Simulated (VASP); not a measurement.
Here is a VASP 6.6.1 calculation.

Contents of POSCAR:

```
Al
1.0
    0.0000000000      2.0248050000      2.0248050000
    2.0248050000      0.0000000000      2.0248050000
    2.0248050000      2.0248050000      0.0000000000
Al
1
Direct
    0.0000000000      0.0000000000      0.0000000000
```

The input INCAR.step1:

```
PREC = Accurate
ENCUT = 520
ISMEAR = 0
SIGMA = 0.1
LREAL = F
LASPH = T
NELM = 100
NBANDS = 8
GGA = PE
ALGO = Normal
EDIFF = 1E-4
LWAVE = T
LCHARG = F
```

INCAR.step2

```
PREC = Accurate
ENCUT = 520
EDIFF = 1E-6
ISMEAR = 0
SIGMA = 0.1
LREAL = F
LASPH = T
NELM = 100
ALGO = Normal
ISIF = 2
LWAVE = F
LCHARG = F
METAGGA = R2SCAN
LMIXTAU = T
NBANDS = 8
ISTART = 1
```

File KPOINTS:

```
Automatic mesh
0
Gamma
  8 8 8
```

Potentials or basis: VASP PAW PBE potentials, release 64 (Al).

The run is started by

```console
$ cat potpaw_PBE.64/Al/POTCAR > POTCAR
$ cp INCAR.step1 INCAR
$ mpirun -np 1 vasp_std > vasp.out
$ cp INCAR.step2 INCAR
$ mpirun -np 1 vasp_std > vasp.out
```

**Question.** What does it give for the pressure?

**Answer.** -3.5 GPa.

Caveat: the PAW data sets were made with another functional, which shifts forces and pressure a little.
